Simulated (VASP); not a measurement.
P:

```
P
1.0
     1.64774   -5.46504    0.00000
     1.64774    5.46504    0.00000
     0.00000    0.00000    4.54364
P
4
Direct
  0.90414 0.09586 0.58882
  0.09586 0.90414 0.41118
  0.59586 0.40414 0.08882
  0.40414 0.59586 0.91118
```

Program: VASP 6.6.1. Alike in all runs: task single point; potentials or basis VASP PAW PBE potentials, release 64 (P); no spin polarisation; cell as given.

Task: Order these runs on this cell by their pressure, lowest first.
A. level PBE; k mesh 4 × 4 × 3; cutoff (eV) 520; smearing fermi-dirac 0.03 eV
B. level pbe exchange, lda correlation; k mesh 8 × 8 × 6; cutoff (eV) 500; smearing fermi-dirac 0.15 eV
C. level SVWN5; k mesh 8 × 8 × 6; cutoff (eV) 500; smearing fermi-dirac 0.05 eV

Result: C (-1.8 GPa), A (1.9 GPa), B (7.5 GPa).

Caveats: some runs use coarse meshes; the PAW data sets were made with another functional, which shifts forces and pressure a little (at least some runs); the cell stands under pressure (at least some runs).
